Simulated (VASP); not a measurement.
The system is HoS4.

```
Ho S
1.0
     4.25656    0.00000    0.00000
    -2.12828    3.68629    0.00000
     0.00000    0.00000    7.72028
Ho S
1 4
Direct
  0.00000 0.00000 0.50000
  0.00000 0.00000 0.81701
  0.00000 0.00000 0.18299
  0.33333 0.66667 0.11643
  0.66667 0.33333 0.88357
```

The cell was generated, and may not be a known phase.

```yaml
Program: VASP 6.6.1
Task: relaxation of cell and atoms
Functional: PBE
Potentials_or_basis: VASP PAW PBE potentials, release 64 (Ho_3, S), 4f in core
Cutoff: 500 eV
k_mesh: 6 × 6 × 2
Occupations: gaussian, width 0.1 eV
Spin: no spin polarisation
```

At the start: pressure 3.7 GPa; volume 24.23 Å³/atom.

How do energy, volume and symmetry change on relaxing?

Over 43 steps the energy falls by 643.2 meV/atom and the volume is 28.62 Å³/atom (+18.1 %); space group P-3m1 (No. 164, to 0.1 Å) before and after.

The path:
```csv
step,energy change (eV),largest force (eV/Å),pressure (GPa),volume (Å³)
1,0.0000,1.2964,3.65,121.14
3,-0.4170,0.3859,-2.31,129.11
5,-0.5952,0.3477,1.19,118.87
7,-0.5978,0.3514,0.75,119.72
9,-0.6673,0.2695,-0.02,123.21
11,-0.7030,0.2668,-0.09,124.40
13,-0.7382,0.2991,0.08,125.46
15,-1.2068,1.3035,-1.04,131.89
17,-2.4122,1.0847,-0.99,158.05
19,-3.0223,0.4381,-2.74,145.40
21,-3.0314,0.4428,-2.89,144.53
23,-3.0514,0.3199,-2.17,143.78
25,-3.1069,0.2454,-1.50,140.75
27,-3.1231,0.2346,2.57,127.50
29,-3.1691,0.0263,0.52,133.29
31,-3.1763,0.2368,0.00,133.91
33,-3.1847,0.1625,0.12,134.38
35,-3.1875,0.2160,0.82,136.39
37,-3.1969,0.1667,0.20,136.76
39,-3.1999,0.1821,-0.34,139.18
41,-3.2067,0.1287,-0.06,141.03
43,-3.2160,0.0051,-0.05,143.08
```

Final structure:
```xyz
5
Lattice="4.2872 0.0000 0.0000 -2.1436 3.7128 0.0000 0.0000 0.0000 8.9890" Properties=species:S:1:pos:R:3 pbc="T T T"
Ho   -2.1436    3.7128    4.4945
S     0.0000    0.0000    7.0344
S     0.0000    0.0000    1.9546
S     0.0000    2.4752    2.7888
S     2.1436    1.2376    6.2002
```

Caveat: the k points lie up to 0.35 Å⁻¹ apart in the final cell, too coarse for converged energies and pressures of a metal; the volume moved by over 15 % at a fixed basis, so the end points are rough; this functional lacks dispersion, which binds layers or chains, so the pressure and a relaxed spacing across them are unreliable; the run has no spin polarisation, though such a crystal can be magnetic.
